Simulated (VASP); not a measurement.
# Si (Pm-3m) in VASP: further runs, part 2 of 2

VASP 6.6.1.

## Step 3: Single point, LDA (volume scaled by 1.04)

Contents of INCAR:

```
  PREC = Accurate
  ENCUT = 520
  EDIFF = 1E-7
  ISMEAR = -1
  SIGMA = 0.1
  LREAL = F
  LASPH = T
  NELM = 80
  ALGO = Normal
  ISIF = 2
  LWAVE = F
  LCHARG = F
  GGA = CA
  NBANDS = 8
```

Contents of KPOINTS:

```
Automatic mesh
0
Gamma
  14 14 14
```

Contents of POSCAR:

```
Si
1.0
    2.5323954651      0.0000000000      0.0000000000
    0.0000000000      2.5323954651      0.0000000000
    0.0000000000      0.0000000000      2.5323954651
Si
1
Direct
    0.0000000000      0.0000000000      0.0000000000
```

Potentials or basis: VASP PAW LDA potentials, release 64 (Si).

On the command line:

```sh
$ cat potpaw_LDA.64/Si/POTCAR > POTCAR
$ mpirun -np 1 vasp_std > vasp.out
```

OUTCAR:

```text
PREC = Accurate
   ENCUT = 520
   EDIFF = 1E-7
   ISMEAR = -1
   LREAL = F
   LASPH = T
   NELM = 80
   ISIF = 2
   GGA = CA

 ion  position               nearest neighbor table
   1  0.000  0.000  0.000-

  LATTYP: Found a simple cubic cell.
 ALAT       =     2.5323954651

  Lattice vectors:

 A1 = (   2.5323954651,   0.0000000000,   0.0000000000)
 A2 = (   0.0000000000,   2.5323954651,   0.0000000000)
 A3 = (   0.0000000000,   0.0000000000,   2.5323954651)

Analysis of symmetry for initial positions (statically):
=====================================================================
 Subroutine PRICEL returns:
 Original cell was already a primitive cell.

 Routine SETGRP: Setting up the symmetry group for a
 simple cubic supercell.

 Subroutine GETGRP returns: Found 48 space group operations
 (whereof 48 operations were pure point group operations)
 out of a pool of 48 trial point group operations.

The static configuration has the point symmetry O_h .

Analysis of symmetry for dynamics (positions and initial velocities):
=====================================================================
 Subroutine PRICEL returns:
 Original cell was already a primitive cell.

 Routine SETGRP: Setting up the symmetry group for a
 simple cubic supercell.

 Subroutine GETGRP returns: Found 48 space group operations
 (whereof 48 operations were pure point group operations)
 out of a pool of 48 trial point group operations.

The dynamic configuration has the point symmetry O_h .

 Subroutine INISYM returns: Found 48 space group operations
 (whereof 48 operations are pure point group operations),
 and found     1 'primitive' translations

----------------------------------------------------------------------------------------

                                     Primitive cell

  volume of cell :      16.2403

  direct lattice vectors                    reciprocal lattice vectors
[... 107 lines left out ...]
  Fermi-wavevector in a.u.,A,eV,Ry     =   1.026195  1.939228 14.327976  1.053077
  Thomas-Fermi vector in A             =   2.160075
   LORBIT       =      0    0 simple, 1 ext, 2 COOP (PROOUT), +10 PAW based schemes
   GGA     = CA    functional components
   LHFCALC =     F    Hartree Fock is set to
   AEXX    =    0.0000 exact exchange contribution
   IVDW    =     0    specifies the selected vdW correction
   LEPSILON=     F    determine dielectric tensor
   LRPA    =     F    only Hartree local field effects (RPA)
 non-spin polarized calculation
  energy-cutoff  :      520.00
  volume of cell :       16.24
 maximum number of plane-waves:       461
 NGX is ok and might be reduce to    20
   NGX =  9   NGY =  9   NGZ =  9

 number of electron       4.0000000 magnetization

 Free energy of the ion-electron system (eV)
  ---------------------------------------------------
  ext. energy  EPLUGINS =         0.00000000
  ---------------------------------------------------
  free energy    TOTEN  =        -5.68681915 eV

  energy without entropy =       -5.67447920  energy(sigma->0) =       -5.68064917

 E-fermi :   8.2270     XC(G=0): -10.6989

 val. band max:        8.1939284802   @ k =   0.5000   0.5000   0.4286
 cond. band min:       8.3325814278   @ k =   0.4286   0.3571   0.1429
 fundamental gap:      0.1386529476
 Fermi energy:         8.2269703613

 k-point     1 :       0.0000    0.0000    0.0000
  band No.  band energies     occupation
      1      -4.9415      2.00000
      2      15.6616      0.00000
      3      15.6616      0.00000
      4      15.7725      0.00000
      5      15.7725      0.00000
      6      15.7725      0.00000
      7      23.6880      0.00000
      8      32.6380      0.00000
[... 243 lines left out ...]
 k-point    24 :       0.3571    0.2143    0.0000
  band No.  band energies     occupation
      1      -1.1979      2.00000
      2       5.2400      2.00000
      3      11.1157      0.00000
      4      17.8279      0.00000
      5      18.7452      0.00000
      6      22.1003      0.00000
      7      25.3280      0.00000
      8      27.8913      0.00000

 [... further k-points ...]

------------------------ aborting loop because EDIFF is reached ----------------------------------------

  FORCE on cell =-STRESS in cart. coord.  units (eV):
  Direction    XX          YY          ZZ          XY          YZ          ZX
  --------------------------------------------------------------------------------------
  -------------------------------------------------------------------------------------
  Total       -0.3594282     -0.3594282     -0.3594282     -0.0000000     -0.0000000      0.0000000
  in kB      -35.4591370    -35.4591370    -35.4591370     -0.0000000     -0.0000000      0.0000000
  external PRESSURE =     -35.4591370 kB  Pullay stress =       0.0000000 kB

 VOLUME and BASIS-vectors are now :
 -----------------------------------------------------------------------------
  energy-cutoff  :      520.00
  volume of cell :       16.24
      direct lattice vectors                 reciprocal lattice vectors
     2.532395465  0.000000000  0.000000000     0.394883032  0.000000000  0.000000000
     0.000000000  2.532395465  0.000000000     0.000000000  0.394883032  0.000000000
     0.000000000  0.000000000  2.532395465     0.000000000  0.000000000  0.394883032

 POSITION                                       TOTAL-FORCE (eV/Angst)
 -----------------------------------------------------------------------------------
      0.00000      0.00000      0.00000         0.000000      0.000000      0.000000
 -----------------------------------------------------------------------------------
    total drift:                               -0.000000     -0.000000      0.000000

  FREE ENERGIE OF THE ION-ELECTRON SYSTEM (eV)
  ---------------------------------------------------
  free  energy   TOTEN  =        -5.6868191467 eV

  energy  without entropy=       -5.6744792002  energy(sigma->0) =       -5.68064917
```

Wall time 13 s (1 thread of Intel Xeon 8259CL, shared host); peak memory 0.12 GiB.

Results:

```
Free energy            : -5.6868 eV
Pressure               : -3.5 GPa
Band gap on the k mesh : zero (band 2 reaches 15.66 eV, above the bottom of band 3 at 5.34 eV)
```

## Step 4: Single point, LDA (volume scaled by 1.08)

Contents of INCAR:

```
ALGO     = Normal         # electronic algorithm
EDIFF    = 1E-6           # SCF threshold, eV
ENCUT    = 520            # plane-wave cutoff, eV
GGA      = CA             # functional
ISIF     = 2              # what is computed and relaxed
ISMEAR   = -1             # smearing method
LASPH    = True           # aspherical terms in the spheres
LCHARG   = False          # write CHGCAR
LREAL    = False          # projectors in reciprocal space
LWAVE    = False          # write WAVECAR
NBANDS   = 8              # bands
NELM     = 60             # most SCF steps
PREC     = Accurate       # precision mode
SIGMA    = 0.1            # smearing width, eV
```

Contents of KPOINTS:

```
k-points
0
Gamma
  14 14 14
```

Contents of POSCAR:

```
Si
1.0
    2.5644545072      0.0000000000      0.0000000000
    0.0000000000      2.5644545072      0.0000000000
    0.0000000000      0.0000000000      2.5644545072
Si
1
Direct
    0.0000000000      0.0000000000      0.0000000000
```

On the command line:

```sh
$ cat potpaw_LDA.64/Si/POTCAR > POTCAR
$ mpirun -np 1 vasp_std > vasp.out
```

Wall time 13 s (1 thread of Intel Xeon 8259CL, shared host); peak memory 0.12 GiB.

The run converged. Its results:

* Free energy: -5.6665 eV
* Pressure: -6.8 GPa
* Band gap on the k mesh: zero (band 2 reaches 15.07 eV, above the bottom of band 3 at 4.99 eV)

Levels at points of the mesh, in eV from the Fermi level:
```
           k point  band 1  band 2  band 3  band 4  band 5  band 6  band 7
(0.00, 0.00, 0.00)  -12.84    7.32    7.32    7.32    7.44    7.44   15.01
(0.50, 0.00, 0.00)   -8.46   -6.25    9.95   10.45   10.45   14.31   14.31
(0.50, 0.50, 0.00)   -3.62   -2.76   -2.76    1.66   13.43   16.81   16.81
(0.50, 0.50, 0.50)    0.48    0.48    0.48    2.84    5.21    5.21    5.21
```

## Step 5: Single point, LDA (volume scaled by 1.12)

Contents of INCAR:

```
PREC = Accurate
ENCUT = 520
EDIFF = 1E-6
ISMEAR = -1
SIGMA = 0.1
LREAL = False
LASPH = True
NELM = 60
ALGO = Normal
ISIF = 2
LWAVE = False
LCHARG = False
GGA = CA
NBANDS = 8
```

Contents of KPOINTS:

```
Automatic mesh
0
Gamma
  14 14 14
```

Contents of POSCAR:

```
Si
1.0
    2.5957314252      0.0000000000      0.0000000000
    0.0000000000      2.5957314252      0.0000000000
    0.0000000000      0.0000000000      2.5957314252
Si
1
Direct
    0.0000000000      0.0000000000      0.0000000000
```

On the command line:

```sh
$ cat potpaw_LDA.64/Si/POTCAR > POTCAR
$ mpirun -np 1 vasp_std > vasp.out
```

Run time: 14 s. Hardware: 1 thread of Intel Xeon 8259CL, shared host; peak memory 0.12 GiB.

The run converged. Its results:

| Property | Result |
| --- | --- |
| Free energy | -5.6347 eV |
| Pressure | -9.4 GPa |
| Band gap on the k mesh | zero (band 2 reaches 14.42 eV, above the bottom of band 3 at 4.67 eV) |

Levels at points of the mesh, in eV from the Fermi level:
| k point | band 1 | band 2 | band 3 | band 4 | band 5 |
| --- | --- | --- | --- | --- | --- |
| (0.00, 0.00, 0.00) | -12.54 | 7.10 | 7.10 | 7.10 | 7.44 |
| (0.50, 0.00, 0.00) | -8.33 | -6.01 | 9.88 | 10.08 | 10.08 |
| (0.50, 0.50, 0.00) | -3.69 | -2.65 | -2.65 | 1.82 | 12.90 |
| (0.50, 0.50, 0.50) | 0.47 | 0.47 | 0.47 | 2.40 | 5.27 |

## Step 6: The runs side by side

```csv
cell,gap on the mesh (eV),pressure (GPa)
"a = 2.500 Å, 1 atom",none,0.5
"a = 2.532 Å, 1 atom",none,-3.5
"a = 2.564 Å, 1 atom",none,-6.8
"a = 2.596 Å, 1 atom",none,-9.4
```

Alike in all rows: task single point; level LDA; potentials or basis VASP PAW LDA potentials, release 64 (Si); no spin polarisation; k mesh 14 × 14 × 14; cutoff (eV) 520; smearing fermi-dirac 0.1 eV.

Total energies depend on the potentials used, so only differences within one code and one set of settings carry meaning.
